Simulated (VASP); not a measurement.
CuO2, 6 atoms in the cell. Symmetry: Cmcm, No. 63, orthorhombic system. Conventional cell: a = 2.938 Å, b = 10.838 Å, c = 4.343 Å, α = 90.00°, β = 90.00°, γ = 90.00°. Cu (site symmetry m2m) has 6 O at 1.93 to 2.22 Å within 2.6 Å. Within 2.6 Å of O (site symmetry m2m) lie 4 Cu at 1.97 to 2.22 Å and 1 O at 2.57 Å. O (site symmetry m2m) has 2 Cu at 1.93 Å and 3 O at 2.44 to 2.57 Å within 2.6 Å. 

* Program: VASP 6.6.1
* Task: single point
* Functional: PBEsol
* Potentials or basis: VASP PAW PBE potentials, release 64 (Cu, O)
* Cutoff: 520 eV
* k mesh: 8 × 8 × 5
* Occupations: fermi-dirac, width 0.05 eV
* Spin: no spin polarisation
* Dipole correction: no
* Further INCAR settings: ALGO = Normal; EDIFF = 1e-07; NBANDS = 32

Potentials or basis: VASP PAW PBE potentials, release 64 (Cu, O).

Run with:

```console
$ cat potpaw_PBE.64/Cu/POTCAR potpaw_PBE.64/O/POTCAR > POTCAR
$ mpirun -np 1 vasp_std > vasp.out
```

Hardware: 1 thread of Intel(R) Xeon(R) 6975P-C (Granite Rapids), with other jobs on the host.

Problem. Estimate the wall time of this run.

Solution. Run time: 2.2 min on 1 thread of Intel(R) Xeon(R) 6975P-C (Granite Rapids), with other jobs on the host, peak memory 0.29 GiB. Counts: scf iterations 20, k points 63.
